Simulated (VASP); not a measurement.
# AlGaN2 (P-4m2) in VASP: notebook, part 2 of 2

VASP 6.6.1. The steps go on from the part before.

## 4. Single point, r2SCAN (biaxial strain in the a-b plane: -2.0 %, then relaxed in part)

POSCAR

```
AlGaN2
1.0
    3.0757558967      0.0000000000      0.0000000000
    0.0000000000      3.0757558967      0.0000000000
    0.0000000000      0.0000000000      4.5143148479
Al Ga N
1 1 2
Direct
    0.5000000000      0.5000000000      0.5000000000
    0.0000000000      0.0000000000      0.0000000000
    0.5000000000      0.0000000000      0.7396043043
    0.0000000000      0.5000000000      0.2603956957
```

INCAR.step1

```
SYSTEM = AlGaN2
ALGO = Normal ; EDIFF = 1E-5
ENCUT = 1460 ; GGA = PE
GGA_COMPAT = .FALSE. ; ISMEAR = 0
LASPH = .TRUE. ; LCHARG = .FALSE.
LREAL = .FALSE. ; LWAVE = .TRUE.
NBANDS = 21 ; NELM = 120
PREC = Accurate ; SIGMA = 0.02
```

INCAR.step2

```
SYSTEM = AlGaN2
ALGO = Normal ; EDIFF = 1E-6
ENCUT = 1460 ; GGA_COMPAT = .FALSE.
ISIF = 2 ; ISMEAR = 0
ISTART = 1 ; LASPH = .TRUE.
LCHARG = .TRUE. ; LELF = .TRUE.
LMIXTAU = .TRUE. ; LREAL = .FALSE.
LVHAR = .TRUE. ; LWAVE = .FALSE.
METAGGA = R2SCAN ; NBANDS = 21
NELM = 120 ; PREC = Accurate
SIGMA = 0.02
```

KPOINTS

```
k-points
0
G
  8 8 6
  0 0 0
```

Potentials or basis: VASP PAW PBE potentials, release 64 (Al, Ga_d, N_h).

Started as:

```sh
> cat potpaw_PBE.64/Al/POTCAR potpaw_PBE.64/Ga_d/POTCAR potpaw_PBE.64/N_h/POTCAR > POTCAR
> cp INCAR.step1 INCAR
> mpirun -np 1 vasp_std > vasp.out
> cp INCAR.step2 INCAR
> mpirun -np 1 vasp_std > vasp.out
```

OUTCAR:

```text
SYSTEM = AlGaN2
   EDIFF = 1E-6
   ENCUT = 1460
   ISIF = 2
   ISMEAR = 0
   ISTART = 1
   LASPH = .TRUE.
   LREAL = .FALSE.
   METAGGA = R2SCAN
   NELM = 120
   PREC = Accurate

 ion  position               nearest neighbor table
   1  0.500  0.500  0.500-   3 1.88   4 1.88   3 1.88   4 1.88   2 3.13   2 3.13   2 3.13   2 3.13
                             2 3.13   2 3.13   2 3.13   2 3.13
   2  0.000  0.000  0.000-   3 1.94   4 1.94   4 1.94   3 1.94   1 3.13   1 3.13   1 3.13   1 3.13
                             1 3.13   1 3.13   1 3.13   1 3.13
   3  0.500  0.000  0.740-   1 1.88   1 1.88   2 1.94   2 1.94
   4  0.000  0.500  0.260-   1 1.88   1 1.88   2 1.94   2 1.94

  LATTYP: Found a simple tetragonal cell.
 ALAT       =     3.0757558967
 C/A-ratio  =     1.4677090769

  Lattice vectors:

 A1 = (   3.0757558967,   0.0000000000,   0.0000000000)
 A2 = (   0.0000000000,   3.0757558967,   0.0000000000)
 A3 = (   0.0000000000,   0.0000000000,   4.5143148479)

Analysis of symmetry for initial positions (statically):
=====================================================================
 Subroutine PRICEL returns:
 Original cell was already a primitive cell.

 Routine SETGRP: Setting up the symmetry group for a
 simple tetragonal supercell.

 Subroutine GETGRP returns: Found  8 space group operations
 (whereof  8 operations were pure point group operations)
 out of a pool of 16 trial point group operations.

The static configuration has the point symmetry D_2d.

Analysis of symmetry for dynamics (positions and initial velocities):
=====================================================================
 Subroutine PRICEL returns:
 Original cell was already a primitive cell.

 Routine SETGRP: Setting up the symmetry group for a
 simple tetragonal supercell.

 Subroutine GETGRP returns: Found  8 space group operations
 (whereof  8 operations were pure point group operations)
[... 118 lines left out ...]
   NUPDOWN=      -1.0000    fix difference up-down
   EMIN   =  10.00;   EMAX   =-10.00  energy-range for DOS
   EFERMI =   0.00;   METHOD = LEGACY
   ISMEAR =     0;   SIGMA  =   0.02  broadening in eV -4-tet -1-fermi 0-gaus
   EFERMI_NEDOS =   21; number of points for ismear=-14 and -15
   IALGO  =     38    algorithm
   IMIX   =      4    mixing-type and parameters
     AMIX     =   0.40;   BMIX     =  1.00
     AMIX_MAG =   1.60;   BMIX_MAG =  1.00
  volume/ion in A,a.u.               =      10.68        72.05
  Fermi-wavevector in a.u.,A,eV,Ry     =   1.387504  2.622001 26.193473  1.925166
  Thomas-Fermi vector in A             =   2.511718
   LORBIT       =      0    0 simple, 1 ext, 2 COOP (PROOUT), +10 PAW based schemes
   METAGGA = R2SCAN    functional components
   LHFCALC =     F    Hartree Fock is set to
   AEXX    =    0.0000 exact exchange contribution
   IVDW    =     0    specifies the selected vdW correction
   LEPSILON=     F    determine dielectric tensor
   LRPA    =     F    only Hartree local field effects (RPA)
 non-spin polarized calculation
 Gauss-broadening in eV      SIGMA  =   0.02
  energy-cutoff  :     1460.00
  volume of cell :       42.71
 maximum number of plane-waves:      5456
 NGX is ok and might be reduce to    40
   NGX = 19   NGY = 19   NGZ = 29

 number of electron      25.9999999 magnetization

 Free energy of the ion-electron system (eV)
  ---------------------------------------------------
  ext. energy  EPLUGINS =         0.00000000
  ---------------------------------------------------
  free energy    TOTEN  =       -41.04221990 eV

  energy without entropy =      -41.04221990  energy(sigma->0) =      -41.04221990

 E-fermi :   6.0995     XC(G=0): -12.1745

 val. band max:        5.9859828454   @ k =   0.0000   0.0000   0.0000
 cond. band min:       9.4496143354   @ k =   0.0000   0.0000   0.0000
 fundamental gap:      3.4636314900
 Fermi energy:         6.0995060504

 k-point     1 :       0.0000    0.0000    0.0000
  band No.  band energies     occupation
      1     -10.5251      2.00000
      2      -8.8767      2.00000
      3      -7.3888      2.00000
      4      -7.3888      2.00000
      5      -7.3192      2.00000
      6      -7.1615      2.00000
[... 565 lines left out ...]
     20      19.1649      0.00000
     21      19.4073      0.00000

 [... further k-points ...]
[... 5 lines left out ...]
  --------------------------------------------------------------------------------------
  -------------------------------------------------------------------------------------
  Total        1.7225543      1.7225543      0.0920418      0.0000000      0.0000000      0.0000000
  in kB       64.6231191     64.6231191      3.4530280      0.0000000      0.0000000      0.0000000
  external PRESSURE =      44.2330887 kB  Pullay stress =       0.0000000 kB

 VOLUME and BASIS-vectors are now :
 -----------------------------------------------------------------------------
  energy-cutoff  :     1460.00
  volume of cell :       42.71
      direct lattice vectors                 reciprocal lattice vectors
     3.075755897  0.000000000  0.000000000     0.325123330  0.000000000  0.000000000
     0.000000000  3.075755897  0.000000000     0.000000000  0.325123330  0.000000000
     0.000000000  0.000000000  4.514314848     0.000000000  0.000000000  0.221517558

 POSITION                                       TOTAL-FORCE (eV/Angst)
 -----------------------------------------------------------------------------------
      1.53788      1.53788      2.25716        -0.000000     -0.000000     -0.000000
      0.00000      0.00000      0.00000         0.000000      0.000000     -0.000000
      1.53788      0.00000      3.33881        -0.000000      0.000000     -0.096260
      0.00000      1.53788      1.17551         0.000000      0.000000      0.096260
 -----------------------------------------------------------------------------------
    total drift:                               -0.000000      0.000000     -0.000000

  FREE ENERGIE OF THE ION-ELECTRON SYSTEM (eV)
  ---------------------------------------------------
  free  energy   TOTEN  =       -41.0422198951 eV

  energy  without entropy=      -41.0422198951  energy(sigma->0) =      -41.04221990
```

Wall time 11 min (1 thread of Intel Xeon Platinum 8259CL at 2.50GHz (Skylake/Cascade Lake), shared host); peak memory 0.49 GiB.

Results:

| Property | Result |
| --- | --- |
| Free energy | -41.0422 eV |
| Pressure | 4.4 GPa |
| Largest force | 0.096 eV/Å |
| Band gap on the k mesh | 3.46 eV |

Forces on the atoms (eV/Å):
```
Al   0.000  0.000  0.000
Ga   0.000  0.000  0.000
N    0.000  0.000 -0.096
N    0.000  0.000  0.096
```

Caveat: the cell differs from its parent crystal (biaxial strain in the a-b plane: -2.0 %, then relaxed in part); the stress differs along the axes, from 0 to 6 GPa; the PAW data sets were made with another functional, which shifts forces and pressure a little.

## 5. Overview

```csv
cell,gap on the mesh (eV),pressure (GPa),largest force (eV/Å)
"a = 3.264, b = 3.264, c = 4.316 Å, 4 atoms, atomic positions A",2.98,-10.0,0.11
"a = 3.139, b = 3.139, c = 4.245 Å, 4 atoms, atomic positions A",3.73,9.2,0.09
"a = 3.076, b = 3.076, c = 4.514 Å, 4 atoms, atomic positions B",3.46,4.4,0.10
```

Alike in all rows: task single point; level r2SCAN; potentials or basis VASP PAW PBE potentials, release 64 (Al, Ga_d, N_h); no spin polarisation; k mesh 8 × 8 × 6; cutoff (eV) 1460; smearing gaussian 0.02 eV.

Caveats: the PAW data sets were made with another functional, which shifts forces and pressure a little; the stress differs along the axes, from -13 to -5 GPa (at least some runs); the cell stands under pressure (at least some runs); the stress differs along the axes, from 0 to 6 GPa (at least some runs).

Absolute energies hang on the potentials; compare differences alone.
